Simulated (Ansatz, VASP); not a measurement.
Al: VASP beside Ansatz

Contents of INCAR:

```
PREC = Accurate ; ENCUT = 520
EDIFF = 1E-7 ; ISMEAR = 0
SIGMA = 0.15 ; LREAL = F
LASPH = T ; NELM = 80
ALGO = Normal ; ISIF = 2
LWAVE = F ; LCHARG = F
GGA = PS ; NBANDS = 10
```

KPOINTS

```
regular mesh
0
Gamma
  18 18 10
```

Contents of POSCAR:

```
Al
1.0
    2.7699000000      0.0000000000      0.0000000000
   -1.3849500000      2.3988037660      0.0000000000
    0.0000000000      0.0000000000      5.0094000000
Al
2
Direct
    0.6666666667      0.3333333333      0.7500000000
    0.3333333333      0.6666666667      0.2500000000
```

Input for Ansatz:

```yaml
crystal:
  lattice:
    - [2.7699, 0.0, 0.0]
    - [-1.38495, 2.398803766, 0.0]
    - [0.0, 0.0, 5.0094]
  atoms:
    - { symbol: Al, position: [0.6666666667, 0.3333333333, 0.75] }
    - { symbol: Al, position: [0.3333333333, 0.6666666667, 0.25] }
basis:
  ecutwfc: 420
kpoints:
  mp_grid: { grid: [18, 18, 10] }
hamiltonian:
  xc: pbesol
  pseudopotentials: { kind: paw, azcp: { folder: soft_1 } }
scf:
  occupations: { method: gaussian, width: 0.15 }
output:
  forces: true
  stress: true
  eigenvalues: true
```

Alike in both runs: task single point; functional PBEsol; k mesh 18 × 18 × 10; occupations gaussian, width 0.15 eV; no spin polarisation.

|  | VASP | Ansatz |
| --- | --- | --- |
| version | VASP 6.6.1 | Ansatz 0.2.0 |
| potentials or method | VASP PAW PBE potentials, release 64 (Al), cutoff 520 eV | scalar-relativistic, plane waves, PAW |
| valence electrons in the cell | 6 | 6 |

VASP gave:

* gap on the k mesh at the Fermi level (eV): none
* pressure (GPa): -0.5
* traceless stress, the component that is largest in VASP (GPa): -4.12

Problem. Estimate Ansatz's values.

Solution. gap on the k mesh at the Fermi level (eV): none; pressure (GPa): -0.6; traceless stress, the component that is largest in VASP (GPa): -4.08.

VASP's potentials were made for PBE, not for PBEsol, and Ansatz warns of the same on its side. A gap of «none» marks a metal or a gap that the smearing closes.
